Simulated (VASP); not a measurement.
Here is a VASP 6.6.1 calculation.

The input POSCAR:

```
Te
1.0
    4.4712579894      0.0000000000      0.0000000000
   -2.2356289947      3.8722230057      0.0000000000
    0.0000000000      0.0000000000      5.9487466900
Te
3
Direct
    0.2641920554      0.0000000000      0.3333333333
    0.0000000000      0.2641920554      0.6666666667
    0.7358079446      0.7358079446      0.0000000000
```

Contents of INCAR.step1:

```
ALGO = Normal ; EDIFF = 1E-5
ENCUT = 520 ; GGA = PE
ISIF = 2 ; ISMEAR = 0
KPAR = 2 ; LASPH = T
LCHARG = F ; LREAL = F
LWAVE = T ; NBANDS = 16
NELM = 60 ; PREC = Accurate
SIGMA = 0.01
```

File INCAR.step2:

```
AEXX = 0.25 ; ALGO = Normal
EDIFF = 1E-6 ; ENCUT = 520
GGA = PE ; ISIF = 2
ISMEAR = 0 ; ISTART = 1
KPAR = 2 ; LASPH = T
LCHARG = F ; LHFCALC = T
LREAL = F ; LWAVE = F
NBANDS = 16 ; NELM = 60
PREC = Accurate ; PRECFOCK = Normal
SIGMA = 0.01
```

Contents of KPOINTS:

```
k-points
0
Gamma
  6 6 4
```

Potentials or basis: VASP PAW PBE potentials, release 64 (Te).

Command:

```bash
$ cat potpaw_PBE.64/Te/POTCAR > POTCAR
$ cp INCAR.step1 INCAR
$ mpirun -np 2 vasp_std > vasp.out
$ cp INCAR.step2 INCAR
$ mpirun -np 2 vasp_std > vasp.out
```

(1) Estimate the pressure.

(2) Predict the largest force.

(3) Predict the band gap on the k mesh.

Answers

(1) -0.8 GPa.

(2) 0.322 eV/Å.

(3) 1.16 eV.

Caveat: the PAW data sets were made with another functional, which shifts forces and pressure a little; spin-orbit coupling is left out, which moves the levels of the heavy elements.
